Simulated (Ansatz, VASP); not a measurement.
## TaN in VASP and in Ansatz

INCAR

```
ALGO = Normal
EDIFF = 1E-6
ENCUT = 600
GGA = PS
GGA_COMPAT = False
ISIF = 2
ISMEAR = 0
LASPH = True
LCHARG = False
LREAL = False
LWAVE = False
NBANDS = 15
NELM = 120
PREC = Accurate
SIGMA = 0.1
```

The input KPOINTS:

```
k-points
0
Gamma
  9 9 6
```

Contents of POSCAR:

```
TaN
1.0
    2.9379988584      0.0000000000      0.0000000000
   -1.4689994292      2.5443816477      0.0000000000
    0.0000000000      0.0000000000      2.8830000000
Ta N
1 1
Direct
    0.3333333333      0.6666666667      0.5000000000
    0.0000000000      0.0000000000      0.0000000000
```

Input for Ansatz:

```yaml
crystal:
  lattice:
    - [2.9379988584, 0.0, 0.0]
    - [-1.4689994292, 2.5443816477, 0.0]
    - [0.0, 0.0, 2.883]
  atoms:
    - { symbol: Ta, position: [0.3333333333, 0.6666666667, 0.5] }
    - { symbol: "N", position: [0.0, 0.0, 0.0] }
basis:
  ecutwfc: 520.0
kpoints:
  mp_grid: { grid: [9, 9, 6] }
hamiltonian:
  xc: pbesol
scf:
  occupations: { method: gaussian, width: 0.1 }
output:
  forces: true
  stress: true
  eigenvalues: true
```

Alike in both runs: task single point; functional PBEsol; k mesh 9 × 9 × 6; occupations gaussian, width 0.1 eV; no spin polarisation.

|  | VASP | Ansatz |
| --- | --- | --- |
| version | VASP 6.6.1 | Ansatz 0.2.0 |
| potentials or method | VASP PAW PBE potentials, release 64 (Ta_pv, N), cutoff 600 eV | scalar-relativistic, plane waves, PAW |
| valence electrons in the cell | 16 | 18 |

VASP gave:

| Property | Result |
| --- | --- |
| gap on the k mesh at the Fermi level (eV) | none |
| pressure (GPa) | -4.2 |
| traceless stress, the component that is largest in VASP (GPa) | -0.45 |

Problem. Estimate Ansatz's values.

Solution. gap on the k mesh at the Fermi level (eV): none; pressure (GPa): -4.9; traceless stress, the component that is largest in VASP (GPa): -0.58.

VASP's potentials were made for PBE, not for PBEsol. A gap of «none» marks a metal or a gap that the smearing closes. VASP's potentials hold 16 valence electrons a cell and Ansatz's 18, so a difference there can come from the potentials and not from the codes.

The k mesh is coarse, so the values compare programs but aren't converged. Neither program's run includes spin-orbit coupling.
